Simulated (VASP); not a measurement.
A run of VASP 6.6.1:

File INCAR:

```
SYSTEM = SnO2
ALGO     = Normal         ! electronic algorithm
EDIFF    = 1E-7           ! SCF threshold, eV
ENCUT    = 520            ! plane-wave cutoff, eV
GGA      = PE             ! functional
ISIF     = 2              ! what is computed and relaxed
ISMEAR   = 0              ! smearing method
IVDW     = 12             ! dispersion correction
LASPH    = .True.         ! aspherical terms in the spheres
LCHARG   = .False.        ! write CHGCAR
LREAL    = .False.        ! projectors in reciprocal space
LWAVE    = .False.        ! write WAVECAR
NBANDS   = 49             ! bands
NELM     = 60             ! most SCF steps
PREC     = Accurate       ! precision mode
SIGMA    = 0.05           ! smearing width, eV
```

The input KPOINTS:

```
k-points
0
Gamma
  9 9 2
  0 0 0
```

File POSCAR:

```
SnO2
1.0
   -3.2372529198      0.0000000000      0.0000000000
   -1.6186264599     -2.8035432670      0.0000000000
    0.0000000000      0.0000000000     12.6254773976
Sn O
3 6
Direct
    0.6666666667      0.6666666667      0.5098836190
    1.0000000000      0.0000000000      0.1699498752
    0.3333333333      0.3333333333      0.8498173628
    0.6666666667      0.6666666667      0.2484066022
    1.0000000000      0.0000000000      0.9282740898
    0.3333333333      0.3333333333      0.5883403460
    0.6666666667      0.6666666667      0.7713606359
    1.0000000000      0.0000000000      0.4314268921
    0.3333333333      0.3333333333      0.0914931483
```

Potentials or basis: VASP PAW PBE potentials, release 64 (Sn_d, O).

Run with:

```sh
$ cat potpaw_PBE.64/Sn_d/POTCAR potpaw_PBE.64/O/POTCAR > POTCAR
$ mpirun -np 1 vasp_std > vasp.out
```

Hardware: 1 thread of Intel(R) Xeon(R) 6975P-C (Granite Rapids), with other jobs on the host.

Q: How long does it take, and how much memory?

A: Run time: 79 s on 1 thread of Intel(R) Xeon(R) 6975P-C (Granite Rapids), with other jobs on the host, peak memory 0.27 GiB. Counts: scf iterations 15, k points 24.
